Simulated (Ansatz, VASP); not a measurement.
SnTe: VASP beside Ansatz

Contents of INCAR:

```
PREC = Accurate
ENCUT = 520
EDIFF = 1E-7
ISMEAR = -1
SIGMA = 0.05
LREAL = F
LASPH = T
NELM = 100
ALGO = Normal
ISIF = 2
LWAVE = F
LCHARG = T
GGA = PS
LELF = T
LVHAR = T
NBANDS = 17
```

Contents of KPOINTS:

```
Automatic mesh
0
Gamma
  7 7 7
```

POSCAR

```
SnTe
1.0
    3.8519273147      0.0000000000      0.0000000000
    0.0000000000      3.8519273147      0.0000000000
    0.0000000000      0.0000000000      3.8519273147
Te Sn
1 1
Direct
    0.5000000000      0.5000000000      0.5000000000
    0.0000000000      0.0000000000      0.0000000000
```

input.yaml

```yaml
crystal:
  lattice:
    - [3.8519273147, 0.0, 0.0]
    - [0.0, 3.8519273147, 0.0]
    - [0.0, 0.0, 3.8519273147]
  atoms:
    - { symbol: Te, position: [0.5, 0.5, 0.5] }
    - { symbol: Sn, position: [0.0, 0.0, 0.0] }
kpoints:
  mp_grid: { grid: [7, 7, 7] }
scf:
  occupations: { method: fermi_dirac, width: 0.05 }
hamiltonian:
  xc: pbesol
  pseudopotentials: { kind: all_electron, lapw: { basis_error: 0.001 } }
output:
  forces: true
  stress: true
  eigenvalues: true
```

Change from the starting cell: volume scaled by 0.96.

Alike in both runs: task single point; functional PBEsol; k mesh 7 × 7 × 7; occupations fermi-dirac, width 0.05 eV; no spin polarisation.

|  | VASP | Ansatz |
| --- | --- | --- |
| version | VASP 6.6.1 | Ansatz 0.2.0 |
| potentials or method | VASP PAW PBE potentials, release 64 (Te, Sn_d), cutoff 520 eV | all-electron LAPW, scalar-relativistic |

|  | VASP | Ansatz | Ansatz less VASP |
| --- | --- | --- | --- |
| gap on the k mesh at the Fermi level (eV) | none | none | - |
| pressure (GPa) | -2.5 | -2.5 | +0.03 |

VASP's potentials were made for PBE, not for PBEsol. A gap of «none» marks a metal or a gap that the smearing closes. Ansatz ran all-electron here, and VASP with PAW potentials.

Neither program's run includes spin-orbit coupling.
